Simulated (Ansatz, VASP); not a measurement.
## One calculation of HfSi3, two programs

File INCAR:

```
PREC = Accurate
ENCUT = 520
EDIFF = 1E-6
ISMEAR = 0
SIGMA = 0.05
LREAL = False
LASPH = True
NELM = 60
ALGO = Normal
ISIF = 2
LWAVE = False
LCHARG = False
GGA = PE
NBANDS = 19
```

KPOINTS

```
regular mesh
0
Gamma
  8 8 8
```

POSCAR

```
HfSi3
1.0
    3.9735079819      0.0000000000      0.0000000000
    0.0000000000      3.9735079819      0.0000000000
    0.0000000000      0.0000000000      3.9735079819
Hf Si
1 3
Direct
    0.0000000000      0.0000000000      0.0000000000
    0.0000000000      0.5000000000      0.5000000000
    0.5000000000      0.5000000000      0.0000000000
    0.5000000000      0.0000000000      0.5000000000
```

Input for Ansatz:

```yaml
crystal:
  lattice:
    - [3.9735079819, 0.0, 0.0]
    - [0.0, 3.9735079819, 0.0]
    - [0.0, 0.0, 3.9735079819]
  atoms:
    - { symbol: Hf, position: [0.0, 0.0, 0.0] }
    - { symbol: Si, position: [0.0, 0.5, 0.5] }
    - { symbol: Si, position: [0.5, 0.5, 0.0] }
    - { symbol: Si, position: [0.5, 0.0, 0.5] }
basis:
  ecutwfc: 420
  ecutrho_ratio: 4
kpoints:
  mp_grid: { grid: [8, 8, 8] }
hamiltonian:
  xc: pbe
scf:
  occupations: { method: gaussian, width: 0.05 }
output:
  forces: true
  stress: true
  eigenvalues: true
```

Alike in both runs: task single point; functional PBE; k mesh 8 × 8 × 8; occupations gaussian, width 0.05 eV; no spin polarisation.

|  | VASP | Ansatz |
| --- | --- | --- |
| version | VASP 6.6.1 | Ansatz 0.2.0 |
| potentials or method | VASP PAW PBE potentials, release 64 (Hf_pv, Si), cutoff 520 eV | scalar-relativistic, plane waves, PAW |
| valence electrons in the cell | 22 | 38 |

Ansatz gave:

| Property | Result |
| --- | --- |
| gap on the k mesh at the Fermi level (eV) | none |
| pressure (GPa) | 0.0 |

Task: Estimate VASP's values.

Result: gap on the k mesh at the Fermi level (eV): none; pressure (GPa): -0.2.

A gap of «none» marks a metal or a gap that the smearing closes. VASP's potentials hold 22 valence electrons a cell and Ansatz's 38, so a difference there can come from the potentials and not from the codes.

Spin-orbit coupling is off throughout.
